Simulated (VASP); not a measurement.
# S (Fd-3m) in VASP: notebook

Runs on S. Level: PBE. Tasks: single point.

All numbers are computed with VASP 6.6.1; they aren't measurements. Logs are shortened: lines on timing, memory, paths and dates and some standing lists are left out, and cuts for length are marked.

## 1. The cell of the first run

Symmetry: Fd-3m, No. 227, cubic system. The conventional cell has a = 5.651 Å, b = 5.651 Å, c = 5.651 Å, α = 90.00°, β = 90.00°, γ = 90.00°. S (site symmetry -43m) has 4 S at 2.45 Å within 3.2 Å.

## 2. Single point, PBE (Se replaced by S, lengths x 0.925, strained)

Input file INCAR:

```
  ALGO = Normal
  EDIFF = 1E-7
  ENCUT = 520
  GGA = PE
  ISIF = 2
  ISMEAR = 0
  LASPH = T
  LCHARG = T
  LELF = T
  LREAL = F
  LVHAR = T
  LWAVE = F
  NBANDS = 13
  NELM = 80
  PREC = Accurate
  SIGMA = 0.1
```

Input file KPOINTS:

```
k-points
0
Gamma
  6 6 6
```

Input file POSCAR:

```
S
1.0
    0.0000000000      2.8256356392      2.8256356392
    2.8256356392      0.0000000000      2.8256356392
    2.8256356392      2.8256356392      0.0000000000
S
2
Direct
    0.5000000000      0.5000000000      0.5000000000
    0.7500000000      0.7500000000      0.7500000000
```

Potentials or basis: VASP PAW PBE potentials, release 64 (S).

Started as:

```
> cat potpaw_PBE.64/S/POTCAR > POTCAR
> mpirun -np 1 vasp_std > vasp.out
```

OUTCAR:

```text
EDIFF = 1E-7
   ENCUT = 520
   GGA = PE
   ISIF = 2
   ISMEAR = 0
   LASPH = T
   LREAL = F
   NELM = 80
   PREC = Accurate

 ion  position               nearest neighbor table
   1  0.500  0.500  0.500-   2 2.45   2 2.45   2 2.45   2 2.45
   2  0.750  0.750  0.750-   1 2.45   1 2.45   1 2.45   1 2.45

  LATTYP: Found a face centered cubic cell.
 ALAT       =     5.6512712784

  Lattice vectors:

 A1 = (   0.0000000000,   2.8256356392,   2.8256356392)
 A2 = (   2.8256356392,   0.0000000000,   2.8256356392)
 A3 = (   2.8256356392,   2.8256356392,   0.0000000000)

Analysis of symmetry for initial positions (statically):
=====================================================================
 Subroutine PRICEL returns:
 Original cell was already a primitive cell.

 Routine SETGRP: Setting up the symmetry group for a
 face centered cubic supercell.

 Subroutine GETGRP returns: Found 48 space group operations
 (whereof 24 operations were pure point group operations)
 out of a pool of 48 trial point group operations.

The static configuration has the point symmetry T_d .
 The point group associated with its full space group is O_h .

Analysis of symmetry for dynamics (positions and initial velocities):
=====================================================================
 Subroutine PRICEL returns:
 Original cell was already a primitive cell.

 Routine SETGRP: Setting up the symmetry group for a
 face centered cubic supercell.

 Subroutine GETGRP returns: Found 48 space group operations
 (whereof 24 operations were pure point group operations)
 out of a pool of 48 trial point group operations.

The dynamic configuration has the point symmetry T_d .
 The point group associated with its full space group is O_h .

 Subroutine INISYM returns: Found 48 space group operations
 (whereof 24 operations are pure point group operations),
 and found     1 'primitive' translations

----------------------------------------------------------------------------------------

                                     Primitive cell

  volume of cell :      45.1210

  direct lattice vectors                    reciprocal lattice vectors
     0.000000000  2.825635639  2.825635639    -0.176951336  0.176951336  0.176951336
     2.825635639  0.000000000  2.825635639     0.176951336 -0.176951336  0.176951336
     2.825635639  2.825635639  0.000000000     0.176951336  0.176951336 -0.176951336

  length of vectors
     3.996052243  3.996052243  3.996052243     0.306488704  0.306488704  0.306488704

  position of ions in fractional coordinates (direct lattice)
     0.500000000  0.500000000  0.500000000
     0.750000000  0.750000000  0.750000000

  ion indices of the primitive-cell ions
   primitive index   ion index
                 1           1
                 2           2

----------------------------------------------------------------------------------------

 KPOINTS: k-points

Automatic generation of k-mesh.
 Grid dimensions read from file:
 generate k-points for:    6    6    6

 Generating k-lattice:

  Cartesian coordinates                     Fractional coordinates (reciprocal lattice)
    -0.029491889  0.029491889  0.029491889     0.166666667  0.000000000  0.000000000
     0.029491889 -0.029491889  0.029491889     0.000000000  0.166666667  0.000000000
     0.029491889  0.029491889 -0.029491889     0.000000000  0.000000000  0.166666667

  Length of vectors
     0.051081451  0.051081451  0.051081451

  Shift w.r.t. Gamma in fractional coordinates (k-lattice)
     0.000000000  0.000000000  0.000000000

 Subroutine IBZKPT returns following result:
 ===========================================

 Found     16 irreducible k-points:

 Following reciprocal coordinates:
            Coordinates               Weight
  0.000000  0.000000  0.000000      1.000000
  0.166667  0.000000  0.000000      8.000000
  0.333333  0.000000  0.000000      8.000000
  0.500000  0.000000  0.000000      4.000000
  0.166667  0.166667  0.000000      6.000000
  0.333333  0.166667  0.000000     24.000000
[... 8 lines left out ...]
 -0.333333  0.333333  0.166667     24.000000
 -0.333333  0.500000  0.166667     12.000000
   k-points           NKPTS =     16   k-points in BZ     NKDIM =     16   number of bands    NBANDS=     13
   number of dos      NEDOS =    301   number of ions     NIONS =      2
   total plane-waves  NPLWV =  27000
   dimension x,y,z NGX =    30 NGY =   30 NGZ =   30
   dimension x,y,z NGXF=    60 NGYF=   60 NGZF=   60
   ions per type =               2
   NGX,Y,Z   is equivalent  to a cutoff of  12.48, 12.48, 12.48 a.u.
   NGXF,Y,Z  is equivalent  to a cutoff of  24.96, 24.96, 24.96 a.u.
 SYSTEM =  unknown system
   PREC   = accura    normal or accurate (medium, high low for compatibility)
   ISTART =      0    job   : 0-new  1-cont  2-samecut
   ICHARG =      2    charge: 1-file 2-atom 10-const
   ISPIN  =      1    spin polarized calculation?
   LNONCOLLINEAR =      F non collinear calculations
   LSORBIT =      F    spin-orbit coupling
   LASPH  =      T    aspherical Exc in radial PAW
   ENCUT  =  520.0 eV  38.22 Ry    6.18 a.u.   7.43  7.43  7.43*2*pi/ulx,y,z
   NELM   =     80;   NELMIN=  2; NELMDL= -5     # of ELM steps
   EDIFF  = 0.1E-06   stopping-criterion for ELM
   LREAL  =      F    real-space projection
   EDIFFG = 0.1E-05   stopping-criterion for IOM
   NSW    =      0    number of steps for IOM
   IBRION =     -1    ionic relax: 0-MD 1-quasi-New 2-CG
   NFREE  =      0    steps in history (QN), initial steepest desc. (CG)
   ISIF   =      2    stress and relaxation
   ISYM   =      2    0-nonsym 1-usesym 2-fastsym
   POTIM  = 0.5000    time-step for ionic-motion
   TEBEG  =    0.0;   TEEND  =   0.0 temperature during run
   PSTRESS=    0.0 pullay stress
   NELECT =      12.0000    total number of electrons
   NUPDOWN=      -1.0000    fix difference up-down
   EMIN   =  10.00;   EMAX   =-10.00  energy-range for DOS
   EFERMI =   0.00;   METHOD = LEGACY
   ISMEAR =     0;   SIGMA  =   0.10  broadening in eV -4-tet -1-fermi 0-gaus
   EFERMI_NEDOS =   21; number of points for ismear=-14 and -15
   IALGO  =     38    algorithm
   IMIX   =      4    mixing-type and parameters
     AMIX     =   0.40;   BMIX     =  1.00
     AMIX_MAG =   1.60;   BMIX_MAG =  1.00
  volume/ion in A,a.u.               =      22.56       152.25
  Fermi-wavevector in a.u.,A,eV,Ry     =   1.052792  1.989488 15.080292  1.108370
  Thomas-Fermi vector in A             =   2.187888
   LORBIT       =      0    0 simple, 1 ext, 2 COOP (PROOUT), +10 PAW based schemes
   GGA     = PE    functional components
   LHFCALC =     F    Hartree Fock is set to
   AEXX    =    0.0000 exact exchange contribution
   IVDW    =     0    specifies the selected vdW correction
   LEPSILON=     F    determine dielectric tensor
   LRPA    =     F    only Hartree local field effects (RPA)
 non-spin polarized calculation
 Gauss-broadening in eV      SIGMA  =   0.10
  energy-cutoff  :      520.00
  volume of cell :       45.12
 maximum number of plane-waves:      1243
 NGX is ok and might be reduce to    30
   NGX = 15   NGY = 15   NGZ = 15

 number of electron      12.0000003 magnetization

 Free energy of the ion-electron system (eV)
  ---------------------------------------------------
  ext. energy  EPLUGINS =         0.00000000
  ---------------------------------------------------
  free energy    TOTEN  =        -6.22855793 eV

  energy without entropy =       -6.22006063  energy(sigma->0) =       -6.22430928

 E-fermi :   4.1981     XC(G=0):  -9.0268

 val. band max:        4.1809023999   @ k =   0.3333   0.0000   0.0000
 cond. band min:       4.3407550414   @ k =  -0.3333   0.3333   0.0000
 fundamental gap:      0.1598526416
 Fermi energy:         4.1980720215

 k-point     1 :       0.0000    0.0000    0.0000
  band No.  band energies     occupation
      1     -12.0930      2.00000
      2      -4.5968      2.00000
      3       0.0901      2.00000
      4       0.0901      2.00000
      5       0.0901      2.00000
      6       3.1662      2.00000
      7       3.1662      2.00000
      8       3.1662      2.00000
      9       9.8618      0.00000
     10      11.9151      0.00000
     11      11.9151      0.00000
     12      14.8078      0.00000
     13      14.8078      0.00000

 k-point     2 :       0.1667    0.0000    0.0000
  band No.  band energies     occupation
      1     -11.8509      2.00000
      2      -5.4293      2.00000
      3      -0.1724      2.00000
      4      -0.1724      2.00000
      5       0.1686      2.00000
      6       3.5695      2.00000
      7       3.5695      2.00000
      8       3.7287      2.00000
      9      10.6950      0.00000
     10      11.4605      0.00000
     11      11.4605      0.00000
     12      14.3410      0.00000
     13      16.1384      0.00000

 k-point     3 :       0.3333    0.0000    0.0000
  band No.  band energies     occupation
      1     -11.2176      2.00000
      2      -6.9410      2.00000
      3      -0.5681      2.00000
      4      -0.5681      2.00000
      5      -0.0521      2.00000
      6       4.1809      1.19185
      7       4.1809      1.19185
      8       5.3710      0.00000
      9      11.5063      0.00000
     10      11.6744      0.00000
     11      11.6744      0.00000
     12      14.0389      0.00000
     13      16.1625      0.00000
[... 177 lines left out ...]
 k-point    15 :      -0.3333    0.3333    0.1667
  band No.  band energies     occupation
      1     -10.0693      2.00000
      2      -8.5498      2.00000
      3      -2.1566      2.00000
      4      -1.4415      2.00000
      5       2.2378      2.00000
      6       3.9601      1.99923
      7       5.6204      0.00000
      8       5.7962      0.00000
      9       9.9703      0.00000
     10      11.2830      0.00000
     11      13.2513      0.00000
     12      15.3433      0.00000
     13      16.9041      0.00000

 k-point    16 :      -0.3333    0.5000    0.1667
  band No.  band energies     occupation
      1      -9.3403      2.00000
      2      -9.3403      2.00000
      3      -1.9061      2.00000
      4      -1.9061      2.00000
      5       2.9135      2.00000
      6       2.9135      2.00000
      7       6.0850      0.00000
      8       6.0850      0.00000
      9      10.6227      0.00000
     10      10.6227      0.00000
     11      14.3900      0.00000
     12      14.3900      0.00000
     13      17.5285      0.00000

------------------------ aborting loop because EDIFF is reached ----------------------------------------

  FORCE on cell =-STRESS in cart. coord.  units (eV):
  Direction    XX          YY          ZZ          XY          YZ          ZX
  --------------------------------------------------------------------------------------
  -------------------------------------------------------------------------------------
  Total        0.8464947      0.8464947      0.8464947      0.0000000      0.0000000      0.0000000
  in kB       30.0577422     30.0577422     30.0577422      0.0000000      0.0000000      0.0000000
  external PRESSURE =      30.0577422 kB  Pullay stress =       0.0000000 kB

 VOLUME and BASIS-vectors are now :
 -----------------------------------------------------------------------------
  energy-cutoff  :      520.00
  volume of cell :       45.12
      direct lattice vectors                 reciprocal lattice vectors
     0.000000000  2.825635639  2.825635639    -0.176951336  0.176951336  0.176951336
     2.825635639  0.000000000  2.825635639     0.176951336 -0.176951336  0.176951336
     2.825635639  2.825635639  0.000000000     0.176951336  0.176951336 -0.176951336

 POSITION                                       TOTAL-FORCE (eV/Angst)
 -----------------------------------------------------------------------------------
      2.82564      2.82564      2.82564         0.000000      0.000000      0.000000
      4.23845      4.23845      4.23845        -0.000000     -0.000000     -0.000000
 -----------------------------------------------------------------------------------
    total drift:                                0.000000     -0.000000     -0.000000

  FREE ENERGIE OF THE ION-ELECTRON SYSTEM (eV)
  ---------------------------------------------------
  free  energy   TOTEN  =        -6.2285579270 eV

  energy  without entropy=       -6.2200606306  energy(sigma->0) =       -6.22430928
```

Wall time 8.4 s (1 thread of Intel Xeon Platinum 8488C (Sapphire Rapids), shared host); peak memory 0.15 GiB.

Results:

```yaml
Free_energy: -6.2286 eV
Pressure: 3.0 GPa
Band_gap_on_the_k_mesh: zero (band 6 reaches 4.40 eV, above the bottom of band 7 at 3.17 eV)
```

Levels at points of the mesh, in eV from the Fermi level:
| k point | band 4 | band 5 | band 6 | band 7 | band 8 | band 9 |
| --- | --- | --- | --- | --- | --- | --- |
| (0.00, 0.00, 0.00) | -4.11 | -4.11 | -1.03 | -1.03 | -1.03 | 5.66 |
| (0.50, 0.00, 0.00) | -4.93 | -4.41 | 0.21 | 0.21 | 2.32 | 7.57 |
| (0.50, 0.50, 0.00) | -5.86 | -2.09 | -2.09 | 2.57 | 2.57 | 6.88 |

Caveat: the cell differs from its parent crystal (Se replaced by S, lengths x 0.925, strained).

## 3. Single point, PBE (Se replaced by S, lengths x 0.925, strained)

Input file INCAR:

```
SYSTEM = S
PREC = Accurate ; ENCUT = 520
EDIFF = 1E-6 ; ISMEAR = 0
SIGMA = 0.1 ; LREAL = .FALSE.
LASPH = .TRUE. ; NELM = 80
ALGO = Normal ; ISIF = 2
LWAVE = .FALSE. ; LCHARG = .TRUE.
GGA = PE ; LELF = .TRUE.
LVHAR = .TRUE. ; NBANDS = 13
```

Input file KPOINTS:

```
Automatic mesh
0
G
  14 14 14
  0 0 0
```

Input file POSCAR:

```
S
1.0
    0.0000000000      2.7786833781      2.7786833781
    2.7786833781      0.0000000000      2.7786833781
    2.7786833781      2.7786833781      0.0000000000
S
2
Direct
    0.5000000000      0.5000000000      0.5000000000
    0.7500000000      0.7500000000      0.7500000000
```

Potentials or basis: VASP PAW PBE potentials, release 64 (S).

Started as:

```
> cat potpaw_PBE.64/S/POTCAR > POTCAR
> mpirun -np 1 vasp_std > vasp.out
```

Run time: 34 s. Hardware: 1 thread of Intel Xeon Platinum 8488C (Sapphire Rapids), shared host; peak memory 0.18 GiB.

Results (log left out):

| Item | Value |
| --- | --- |
| Free energy | -6.1449 eV |
| Pressure | 6.6 GPa |
| Band gap on the k mesh | zero (band 6 reaches 5.23 eV, above the bottom of band 7 at 3.64 eV) |

Levels at points of the mesh, in eV from the Fermi level:
```
           k point  band 4  band 5  band 6  band 7  band 8  band 9
(0.00, 0.00, 0.00)   -4.33   -4.33   -1.14   -1.14   -1.14    5.68
(0.50, 0.00, 0.00)   -5.19   -4.53    0.16    0.16    2.57    7.58
(0.50, 0.50, 0.00)   -6.18   -2.20   -2.20    2.77    2.77    6.94
```

Caveat: the cell differs from its parent crystal (Se replaced by S, lengths x 0.925, strained).

## 4. Single point, PBE (Se replaced by S, lengths x 0.925, strained)

Input file INCAR:

```
  PREC = Accurate
  ENCUT = 520
  EDIFF = 1E-6
  ISMEAR = 0
  SIGMA = 0.1
  LREAL = F
  LASPH = T
  NELM = 80
  ALGO = Normal
  ISIF = 2
  LWAVE = F
  LCHARG = T
  GGA = PE
  LELF = T
  LVHAR = T
  NBANDS = 13
```

Input file KPOINTS:

```
Automatic mesh
0
Gamma
  14 14 14
```

Input file POSCAR:

```
S
1.0
    0.0000000000      2.8256356392      2.8256356392
    2.8256356392      0.0000000000      2.8256356392
    2.8256356392      2.8256356392      0.0000000000
S
2
Direct
    0.5000000000      0.5000000000      0.5000000000
    0.7500000000      0.7500000000      0.7500000000
```

Started as:

```
> cat potpaw_PBE.64/S/POTCAR > POTCAR
> mpirun -np 1 vasp_std > vasp.out
```

It took 30 s on 1 thread of Intel Xeon Platinum 8488C (Sapphire Rapids), shared host; peak memory 0.19 GiB.

Results (log left out):

* Free energy: -6.2147 eV
* Pressure: 3.5 GPa
* Band gap on the k mesh: zero (band 6 reaches 4.56 eV, above the bottom of band 7 at 3.17 eV)

Levels at points of the mesh, in eV from the Fermi level:
| k point | band 4 | band 5 | band 6 | band 7 | band 8 | band 9 |
| --- | --- | --- | --- | --- | --- | --- |
| (0.00, 0.00, 0.00) | -4.12 | -4.12 | -1.05 | -1.05 | -1.05 | 5.64 |
| (0.50, 0.00, 0.00) | -4.94 | -4.42 | 0.19 | 0.19 | 2.30 | 7.55 |
| (0.50, 0.50, 0.00) | -5.88 | -2.11 | -2.11 | 2.56 | 2.56 | 6.86 |

Caveat: the cell differs from its parent crystal (Se replaced by S, lengths x 0.925, strained).

## 5. Single point, PBE (Se replaced by S, lengths x 0.925, strained)

Input file INCAR:

```
PREC = Accurate
ENCUT = 500
EDIFF = 1E-6
ISMEAR = 0
SIGMA = 0.1
LREAL = F
LASPH = T
NELM = 120
ALGO = Normal
ISIF = 2
LWAVE = F
LCHARG = F
GGA = PE
NBANDS = 13
GGA_COMPAT = F
```

Input file KPOINTS:

```
Automatic mesh
0
Gamma
  6 6 6
```

Input file POSCAR:

```
S
1.0
    0.0000000000      2.7786833781      2.7786833781
    2.7786833781      0.0000000000      2.7786833781
    2.7786833781      2.7786833781      0.0000000000
S
2
Direct
    0.5000000000      0.5000000000      0.5000000000
    0.7500000000      0.7500000000      0.7500000000
```

Started as:

```
> cat potpaw_PBE.64/S/POTCAR > POTCAR
> mpirun -np 1 vasp_std > vasp.out
```

Run time: 4.4 s. Hardware: 1 thread of Intel Xeon 6975P-C (Granite Rapids), shared host; peak memory 0.15 GiB.

The run converged. Its results:

* Free energy: -6.1661 eV
* Pressure: 6.1 GPa
* Band gap on the k mesh: zero (band 6 reaches 5.02 eV, above the bottom of band 7 at 3.64 eV)

Levels at points of the mesh, in eV from the Fermi level:
```tsv
k point	band 4	band 5	band 6	band 7	band 8	band 9
(0.00, 0.00, 0.00)	-4.29	-4.29	-1.10	-1.10	-1.10	5.72
(0.50, 0.00, 0.00)	-5.16	-4.49	0.20	0.20	2.60	7.62
(0.50, 0.50, 0.00)	-6.15	-2.17	-2.17	2.81	2.81	6.98
```

Caveat: the cell differs from its parent crystal (Se replaced by S, lengths x 0.925, strained).

## 6. The runs side by side

| cell | k mesh | cutoff (eV) | gap on the mesh (eV) | pressure (GPa) |
| --- | --- | --- | --- | --- |
| a = 3.996 Å, angles 60.0°, 2 atoms | 6 × 6 × 6 | 520 | none | 3.0 |
| a = 3.930 Å, angles 60.0°, 2 atoms | 14 × 14 × 14 | 520 | none | 6.6 |
| a = 3.996 Å, angles 60.0°, 2 atoms | 14 × 14 × 14 | 520 | none | 3.5 |
| a = 3.930 Å, angles 60.0°, 2 atoms | 6 × 6 × 6 | 500 | none | 6.1 |

Alike in all rows: task single point; level PBE; potentials or basis VASP PAW PBE potentials, release 64 (S); no spin polarisation; smearing gaussian 0.1 eV.

Total energies depend on the potentials used, so only differences within one code and one set of settings carry meaning.
